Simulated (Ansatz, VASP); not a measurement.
Two plane-wave programs on RbW2

```
Rb W
1.0
     4.20094    0.00000    0.00000
    -2.10047    3.63812    0.00000
     0.00000    0.00000    6.19915
Rb W
1 2
Direct
  0.00000 0.00000 0.00000
  0.33333 0.66667 0.50000
  0.66667 0.33333 0.50000
```

Alike in both runs: task relaxation of cell and atoms; functional PBE; k mesh 12 × 12 × 8; occupations gaussian, width 0.1 eV; no spin polarisation.

```csv
,VASP,Ansatz
version,VASP 6.6.1,Ansatz 0.2.0
potentials or method,"VASP PAW PBE potentials, release 64 (Rb_sv, W_sv), cutoff 600 eV","scalar-relativistic, plane waves, PAW"
valence electrons in the cell,37,37
```

|  | VASP | Ansatz | Ansatz less VASP |
| --- | --- | --- | --- |
| gap on the k mesh at the Fermi level, each at its own relaxed structure (eV) | none | none | - |
| relaxed volume (Å³/atom) | 31.93 | 31.80 | -0.132 |
| relaxed length of the cell vector where the two differ most in proportion (Å) | 4.212 | 4.200 | -0.0123 |

A gap of «none» marks a metal or a gap that the smearing closes.

Spin-orbit coupling is off throughout.
